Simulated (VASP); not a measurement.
# Pb (Fd-3m) in VASP: further runs

Runs on Pb. Level: PBE. Tasks: single point, relaxation of cell and atoms.

All numbers are computed with VASP 6.6.1; they aren't measurements. Logs are shortened: lines on timing, memory, paths and dates and some standing lists are left out, and cuts for length are marked.

## (1) The cell of the first run

The structure is cubic, space group Fd-3m (No. 227). Conventional cell: a = 7.062 Å, b = 7.062 Å, c = 7.062 Å, α = 90.00°, β = 90.00°, γ = 90.00°. Pb (site symmetry -43m) has 4 Pb at 3.06 Å within 4.0 Å.

## (2) Single point, PBE

The input, INCAR:

```
SYSTEM = Pb
ALGO = Normal
EDIFF = 1E-7
ENCUT = 520
GGA = PE
ISIF = 2
ISMEAR = -1
LASPH = .TRUE.
LCHARG = .FALSE.
LREAL = .FALSE.
LWAVE = .FALSE.
NBANDS = 21
NELM = 60
PREC = Accurate
SIGMA = 0.1
```

The input, KPOINTS:

```
k-points
0
G
  11 11 11
  0 0 0
```

The input, POSCAR:

```
Pb
1.0
    0.0000000000      3.5310701813      3.5310701813
    3.5310701813      0.0000000000      3.5310701813
    3.5310701813      3.5310701813      0.0000000000
Pb
2
Direct
   -0.1250000000     -0.1250000000     -0.1250000000
    0.1250000000      0.1250000000      0.1250000000
```

Potentials or basis: VASP PAW PBE potentials, release 64 (Pb_d).

The run is started by

```console
cat potpaw_PBE.64/Pb_d/POTCAR > POTCAR
mpirun -np 1 vasp_std > vasp.out
```

OUTCAR:

```text
SYSTEM = Pb
   EDIFF = 1E-7
   ENCUT = 520
   GGA = PE
   ISIF = 2
   ISMEAR = -1
   LASPH = .TRUE.
   LREAL = .FALSE.
   NELM = 60
   PREC = Accurate

 ion  position               nearest neighbor table
   1  0.875  0.875  0.875-   2 3.06   2 3.06   2 3.06   2 3.06
   2  0.125  0.125  0.125-   1 3.06   1 3.06   1 3.06   1 3.06

  LATTYP: Found a face centered cubic cell.
 ALAT       =     7.0621403626

  Lattice vectors:

 A1 = (   0.0000000000,   3.5310701813,   3.5310701813)
 A2 = (   3.5310701813,   0.0000000000,   3.5310701813)
 A3 = (   3.5310701813,   3.5310701813,   0.0000000000)

Analysis of symmetry for initial positions (statically):
=====================================================================
 Subroutine PRICEL returns:
 Original cell was already a primitive cell.

 Routine SETGRP: Setting up the symmetry group for a
 face centered cubic supercell.

 Subroutine GETGRP returns: Found 48 space group operations
 (whereof 12 operations were pure point group operations)
 out of a pool of 48 trial point group operations.

The static configuration has the point symmetry D_3d.
 The point group associated with its full space group is O_h .

Analysis of symmetry for dynamics (positions and initial velocities):
=====================================================================
 Subroutine PRICEL returns:
 Original cell was already a primitive cell.

 Routine SETGRP: Setting up the symmetry group for a
 face centered cubic supercell.

 Subroutine GETGRP returns: Found 48 space group operations
 (whereof 12 operations were pure point group operations)
 out of a pool of 48 trial point group operations.

The dynamic configuration has the point symmetry D_3d.
 The point group associated with its full space group is O_h .

 Subroutine INISYM returns: Found 48 space group operations
 (whereof 12 operations are pure point group operations),
 and found     1 'primitive' translations

----------------------------------------------------------------------------------------

                                     Primitive cell

  volume of cell :      88.0540

  direct lattice vectors                    reciprocal lattice vectors
     0.000000000  3.531070181  3.531070181    -0.141600131  0.141600131  0.141600131
     3.531070181  0.000000000  3.531070181     0.141600131 -0.141600131  0.141600131
     3.531070181  3.531070181  0.000000000     0.141600131  0.141600131 -0.141600131

  length of vectors
[... 80 lines left out ...]
   ENCUT  =  520.0 eV  38.22 Ry    6.18 a.u.   9.28  9.28  9.28*2*pi/ulx,y,z
   NELM   =     60;   NELMIN=  2; NELMDL= -5     # of ELM steps
   EDIFF  = 0.1E-06   stopping-criterion for ELM
   LREAL  =      F    real-space projection
   EDIFFG = 0.1E-05   stopping-criterion for IOM
   NSW    =      0    number of steps for IOM
   IBRION =     -1    ionic relax: 0-MD 1-quasi-New 2-CG
   NFREE  =      0    steps in history (QN), initial steepest desc. (CG)
   ISIF   =      2    stress and relaxation
   ISYM   =      2    0-nonsym 1-usesym 2-fastsym
   POTIM  = 0.5000    time-step for ionic-motion
   TEBEG  =    0.0;   TEEND  =   0.0 temperature during run
   PSTRESS=    0.0 pullay stress
   NELECT =      28.0000    total number of electrons
   NUPDOWN=      -1.0000    fix difference up-down
   EMIN   =  10.00;   EMAX   =-10.00  energy-range for DOS
   EFERMI =   0.00;   METHOD = LEGACY
   ISMEAR =    -1;   SIGMA  =   0.10  broadening in eV -4-tet -1-fermi 0-gaus
   EFERMI_NEDOS =   21; number of points for ismear=-14 and -15
   IALGO  =     38    algorithm
   IMIX   =      4    mixing-type and parameters
     AMIX     =   0.40;   BMIX     =  1.00
     AMIX_MAG =   1.60;   BMIX_MAG =  1.00
  volume/ion in A,a.u.               =      44.03       297.11
  Fermi-wavevector in a.u.,A,eV,Ry     =   1.117406  2.111592 16.988195  1.248597
  Thomas-Fermi vector in A             =   2.254029
   LORBIT       =      0    0 simple, 1 ext, 2 COOP (PROOUT), +10 PAW based schemes
   GGA     = PE    functional components
   LHFCALC =     F    Hartree Fock is set to
   AEXX    =    0.0000 exact exchange contribution
   IVDW    =     0    specifies the selected vdW correction
   LEPSILON=     F    determine dielectric tensor
   LRPA    =     F    only Hartree local field effects (RPA)
 non-spin polarized calculation
  energy-cutoff  :      520.00
  volume of cell :       88.05
 maximum number of plane-waves:      2421
 NGX is ok and might be reduce to    40
   NGX = 19   NGY = 19   NGZ = 19

 number of electron      27.9999998 magnetization

 Free energy of the ion-electron system (eV)
  ---------------------------------------------------
  ext. energy  EPLUGINS =         0.00000000
  ---------------------------------------------------
  free energy    TOTEN  =        -6.61569341 eV

  energy without entropy =       -6.59299371  energy(sigma->0) =       -6.60434356

 E-fermi :   3.6252     XC(G=0):  -8.0915

 val. band max:        3.6231164118   @ k =  -0.1818   0.0909   0.0000
 cond. band min:       3.6684249554   @ k =  -0.4545   0.0909   0.0000
 fundamental gap:      0.0453085436
 Fermi energy:         3.6251593670

 k-point     1 :       0.0000    0.0000    0.0000
  band No.  band energies     occupation
      1     -13.4046      2.00000
      2     -13.4046      2.00000
      3     -13.4046      2.00000
      4     -13.3404      2.00000
      5     -13.3404      2.00000
      6     -12.9893      2.00000
[... 565 lines left out ...]
     20      10.3854      0.00000
     21      10.8313      0.00000

 [... further k-points ...]

------------------------ aborting loop because EDIFF is reached ----------------------------------------

  FORCE on cell =-STRESS in cart. coord.  units (eV):
  Direction    XX          YY          ZZ          XY          YZ          ZX
  --------------------------------------------------------------------------------------
  -------------------------------------------------------------------------------------
  Total       -0.0264022     -0.0264022     -0.0264022      0.0000000      0.0000000     -0.0000000
  in kB       -0.4803984     -0.4803984     -0.4803984      0.0000000      0.0000000     -0.0000000
  external PRESSURE =      -0.4803984 kB  Pullay stress =       0.0000000 kB

 VOLUME and BASIS-vectors are now :
 -----------------------------------------------------------------------------
  energy-cutoff  :      520.00
  volume of cell :       88.05
      direct lattice vectors                 reciprocal lattice vectors
     0.000000000  3.531070181  3.531070181    -0.141600131  0.141600131  0.141600131
     3.531070181  0.000000000  3.531070181     0.141600131 -0.141600131  0.141600131
     3.531070181  3.531070181  0.000000000     0.141600131  0.141600131 -0.141600131

 POSITION                                       TOTAL-FORCE (eV/Angst)
 -----------------------------------------------------------------------------------
      6.17937      6.17937      6.17937        -0.000000     -0.000000     -0.000000
      0.88277      0.88277      0.88277         0.000000      0.000000      0.000000
 -----------------------------------------------------------------------------------
    total drift:                                0.000000      0.000000     -0.000000

  FREE ENERGIE OF THE ION-ELECTRON SYSTEM (eV)
  ---------------------------------------------------
  free  energy   TOTEN  =        -6.6156934094 eV

  energy  without entropy=       -6.5929937142  energy(sigma->0) =       -6.60434356
```

OSZICAR:

```text
N       E                     dE             d eps       ncg     rms          rms(c)
DAV:   1     0.289080423671E+03    0.28908E+03   -0.13810E+04  2352   0.143E+03
DAV:   2     0.153327416169E+02   -0.27375E+03   -0.26791E+03  2382   0.385E+02
DAV:   3    -0.586314813251E+01   -0.21196E+02   -0.21064E+02  2875   0.134E+02
DAV:   4    -0.659300026034E+01   -0.72985E+00   -0.72942E+00  2712   0.306E+01
DAV:   5    -0.663088374224E+01   -0.37883E-01   -0.37883E-01  3245   0.630E+00    0.132E+00
DAV:   6    -0.661828228045E+01    0.12601E-01   -0.29585E-02  3540   0.200E+00    0.780E-01
DAV:   7    -0.661446572486E+01    0.38166E-02   -0.25102E-02  3264   0.211E+00    0.158E-01
DAV:   8    -0.661554760576E+01   -0.10819E-02   -0.63546E-03  2944   0.976E-01    0.448E-02
DAV:   9    -0.661556732467E+01   -0.19719E-04   -0.48690E-04  3201   0.335E-01    0.263E-02
DAV:  10    -0.661568903511E+01   -0.12171E-03   -0.20034E-04  2522   0.595E-02    0.545E-03
DAV:  11    -0.661569166161E+01   -0.26265E-05   -0.40413E-06  3135   0.181E-02    0.289E-03
DAV:  12    -0.661569347488E+01   -0.18133E-05   -0.25325E-06  2129   0.658E-03    0.280E-04
DAV:  13    -0.661569340945E+01    0.65425E-07   -0.48624E-08  2368   0.221E-03
   1 F= -.66156934E+01 E0= -.66043436E+01  d E =-.226997E-01
```

stdout:

```text
POSCAR found type information on POSCAR Pb
 POSCAR found :  1 types and       2 ions
 scaLAPACK will be used
 LDA part: xc-table for (Slater+PW92), standard interpolation
 POSCAR, INCAR and KPOINTS ok, starting setup
 FFT: planning ... GRIDC
 FFT: planning ... GRID_SOFT
 FFT: planning ... GRID
 WAVECAR not read
 entering main loop
```

Wall time 65 s (1 thread of AMD EPYC 9R45 (Zen 5), shared host); peak memory 0.24 GiB.

Results:

```yaml
Free_energy: -6.6157 eV
Pressure: 0.0 GPa
Band_gap_on_the_k_mesh: zero (band 14 reaches 4.02 eV, above the bottom of band 15 at 3.01 eV)
```

Levels at points of the mesh, in eV from the Fermi level:
| k point | band 12 | band 13 | band 14 | band 15 | band 16 | band 17 |
| --- | --- | --- | --- | --- | --- | --- |
| (0.00, 0.00, 0.00) | -4.31 | 0.40 | 0.40 | 0.40 | 2.38 | 2.38 |

Caveat: spin-orbit coupling is left out, which moves the levels of the heavy elements.

## (3) Relaxation of cell and atoms, PBE

This run uses another cell than the first one, of 39.89 Å³/atom, 0.906 times its volume.

The input, INCAR:

```
  PREC = Accurate
  ENCUT = 600
  EDIFF = 1E-6
  ISMEAR = -1
  SIGMA = 0.1
  LREAL = False
  LASPH = True
  NELM = 80
  ALGO = Normal
  ISIF = 3
  LWAVE = False
  LCHARG = False
  GGA = PE
  IBRION = 2
  NSW = 60
  EDIFFG = -0.005
```

The input, KPOINTS:

```
Automatic mesh
0
Gamma
  11 11 11
```

The input, POSCAR:

```
Pb
1.0
    0.0000000000      3.4168854378      3.4168854378
    3.4168854378      0.0000000000      3.4168854378
    3.4168854378      3.4168854378      0.0000000000
Pb
2
Direct
   -0.1250000000     -0.1250000000     -0.1250000000
    0.1250000000      0.1250000000      0.1250000000
```

Potentials or basis: VASP PAW PBE potentials, release 64 (Pb_d).

The run is started by

```console
cat potpaw_PBE.64/Pb_d/POTCAR > POTCAR
mpirun -np 1 vasp_std > vasp.out
```

OUTCAR:

```text
PREC = Accurate
   ENCUT = 600
   EDIFF = 1E-6
   ISMEAR = -1
   LREAL = False
   LASPH = True
   NELM = 80
   ISIF = 3
   GGA = PE
   IBRION = 2
   NSW = 60
   EDIFFG = -0.005

 ion  position               nearest neighbor table
   1  0.875  0.875  0.875-   2 2.96   2 2.96   2 2.96   2 2.96
   2  0.125  0.125  0.125-   1 2.96   1 2.96   1 2.96   1 2.96

  LATTYP: Found a face centered cubic cell.
 ALAT       =     6.8337708756

  Lattice vectors:

 A1 = (   0.0000000000,   3.4168854378,   3.4168854378)
 A2 = (   3.4168854378,   0.0000000000,   3.4168854378)
 A3 = (   3.4168854378,   3.4168854378,   0.0000000000)

Analysis of symmetry for initial positions (statically):
=====================================================================
 Subroutine PRICEL returns:
 Original cell was already a primitive cell.

 Routine SETGRP: Setting up the symmetry group for a
 face centered cubic supercell.

 Subroutine GETGRP returns: Found 48 space group operations
 (whereof 12 operations were pure point group operations)
 out of a pool of 48 trial point group operations.

The static configuration has the point symmetry D_3d.
 The point group associated with its full space group is O_h .

Analysis of symmetry for dynamics (positions and initial velocities):
=====================================================================
 Subroutine PRICEL returns:
 Original cell was already a primitive cell.

 Routine SETGRP: Setting up the symmetry group for a
 face centered cubic supercell.

 Subroutine GETGRP returns: Found 48 space group operations
 (whereof 12 operations were pure point group operations)
 out of a pool of 48 trial point group operations.

The dynamic configuration has the point symmetry D_3d.
 The point group associated with its full space group is O_h .

 Subroutine INISYM returns: Found 48 space group operations
[... 122 lines left out ...]
   GGA     = PE    functional components
   LHFCALC =     F    Hartree Fock is set to
   AEXX    =    0.0000 exact exchange contribution
   IVDW    =     0    specifies the selected vdW correction
   LEPSILON=     F    determine dielectric tensor
   LRPA    =     F    only Hartree local field effects (RPA)
 conjugate gradient relaxation of ions
 non-spin polarized calculation
  energy-cutoff  :      600.00
  volume of cell :       79.79
 maximum number of plane-waves:      2701
   NGX = 19   NGY = 19   NGZ = 19

--------------------------------------- Ionic step        1  -------------------------------------------

 number of electron      28.0000004 magnetization

 Free energy of the ion-electron system (eV)
  ---------------------------------------------------
  ext. energy  EPLUGINS =         0.00000000
  ---------------------------------------------------
  free energy    TOTEN  =        -6.54198442 eV

  energy without entropy =       -6.52389130  energy(sigma->0) =       -6.53293786

------------------------ aborting loop because EDIFF is reached ----------------------------------------

  FORCE on cell =-STRESS in cart. coord.  units (eV):
  Direction    XX          YY          ZZ          XY          YZ          ZX
  --------------------------------------------------------------------------------------
  -------------------------------------------------------------------------------------
  Total        1.5540400      1.5540400      1.5540400      0.0000000      0.0000000     -0.0000000
  in kB       31.2069639     31.2069639     31.2069639      0.0000000      0.0000000     -0.0000000
  external PRESSURE =      31.2069639 kB  Pullay stress =       0.0000000 kB
[... 59 lines left out ...]
--------------------------------------- Ionic step        3  -------------------------------------------

 number of electron      27.9999998 magnetization

 Free energy of the ion-electron system (eV)
  ---------------------------------------------------
  ext. energy  EPLUGINS =         0.00000000
  ---------------------------------------------------
  free energy    TOTEN  =        -6.61435444 eV

  energy without entropy =       -6.59171798  energy(sigma->0) =       -6.60303621

 E-fermi :   3.6358     XC(G=0):  -8.0965

 val. band max:        3.6334087570   @ k =  -0.1818   0.0909   0.0000
 cond. band min:       3.6795539318   @ k =  -0.4545   0.0909   0.0000
 fundamental gap:      0.0461451748
 Fermi energy:         3.6358267311

 k-point     1 :       0.0000    0.0000    0.0000
  band No.  band energies     occupation
      1     -13.3964      2.00000
      2     -13.3964      2.00000
      3     -13.3964      2.00000
      4     -13.3321      2.00000
      5     -13.3321      2.00000
      6     -12.9799      2.00000
[... 481 lines left out ...]
      5     -13.2539      2.00000
      6     -13.0678      2.00000
[... 10 lines left out ...]
     17       6.8252      0.00000
     18       7.6942      0.00000

 [... further k-points ...]

------------------------ aborting loop because EDIFF is reached ----------------------------------------

  FORCE on cell =-STRESS in cart. coord.  units (eV):
  Direction    XX          YY          ZZ          XY          YZ          ZX
  --------------------------------------------------------------------------------------
  -------------------------------------------------------------------------------------
  Total        0.0089492      0.0089492      0.0089492     -0.0000000      0.0000000      0.0000000
  in kB        0.1630385      0.1630385      0.1630385     -0.0000000      0.0000000      0.0000000
  external PRESSURE =       0.1630385 kB  Pullay stress =       0.0000000 kB
[... 17 lines left out ...]
  FREE ENERGIE OF THE ION-ELECTRON SYSTEM (eV)
  ---------------------------------------------------
  free  energy   TOTEN  =        -6.6143544369 eV

  energy  without entropy=       -6.5917179824  energy(sigma->0) =       -6.60303621

 reached required accuracy - stopping structural energy minimisation
```

OSZICAR:

```text
N       E                     dE             d eps       ncg     rms          rms(c)
DAV:   1     0.290891153293E+03    0.29089E+03   -0.15306E+04  2016   0.189E+03
DAV:   2     0.145286575858E+02   -0.27636E+03   -0.27318E+03  2016   0.440E+02
[... 24 lines left out ...]
DAV:   1    -0.667312677398E+01   -0.59960E-01   -0.18677E+00  2172   0.249E+01    0.123E+00
DAV:   2    -0.662191872643E+01    0.51208E-01   -0.11683E-01  2558   0.623E+00    0.448E-01
DAV:   3    -0.661433888428E+01    0.75798E-02   -0.34754E-02  2630   0.315E+00    0.387E-02
DAV:   4    -0.661431914160E+01    0.19743E-04   -0.74899E-04  2072   0.290E-01    0.178E-02
DAV:   5    -0.661435719244E+01   -0.38051E-04   -0.19989E-04  2616   0.159E-01    0.181E-02
DAV:   6    -0.661435499754E+01    0.21949E-05   -0.31790E-05  2690   0.102E-01    0.280E-03
DAV:   7    -0.661435443692E+01    0.56063E-06   -0.97596E-07  1140   0.139E-02
   3 F= -.66143544E+01 E0= -.66030362E+01  d E =-.723700E-01
```

CONTCAR:

```text
Pb
   1.00000000000000
     0.0000000000000000    3.5296002789990739    3.5296002789990739
     3.5296002789990739    0.0000000000000000    3.5296002789990739
     3.5296002789990739    3.5296002789990739   -0.0000000000000000
  Pb
     2
Direct
     0.8750000000000000    0.8750000000000000    0.8750000000000000
     0.1250000000000000    0.1250000000000000    0.1250000000000000

  0.00000000E+00  0.00000000E+00  0.00000000E+00
  0.00000000E+00  0.00000000E+00  0.00000000E+00
```

Run time: 4.2 min. Hardware: 1 thread of Intel Xeon 8259CL, shared host; peak memory 0.29 GiB.

What came out:

- Free energy: -6.6144 eV
- Relaxed volume: 43.97 Å³/atom
- Relaxed cell: a = 4.992 Å, b = 4.992 Å, c = 4.992 Å, α = 60.00°, β = 60.00°, γ = 60.00°
- Space group after relaxing (to 0.05 Å): Fd-3m (No. 227)
- Energy gained by relaxing: 36.2 meV/atom
- Ionic steps: 3
- Pressure after relaxing: 0.0 GPa
- Band gap on the k mesh: zero (band 14 reaches 4.03 eV, above the bottom of band 15 at 3.02 eV)

Step by step:
```tsv
step	energy change (eV)	largest force (eV/Å)	pressure (GPa)	volume (Å³)
1	0.0000	0.0000	3.12	79.79
2	-0.0712	0.0000	-0.30	89.10
3	-0.0724	0.0000	0.02	87.94
```

Final structure:
```
Pb
1.0
     0.00000    3.52960    3.52960
     3.52960    0.00000    3.52960
     3.52960    3.52960    0.00000
Pb
2
Cartesian
  6.1768 6.1768 6.1768
  0.8824 0.8824 0.8824
```

Caveat: spin-orbit coupling is left out, which moves the levels of the heavy elements.
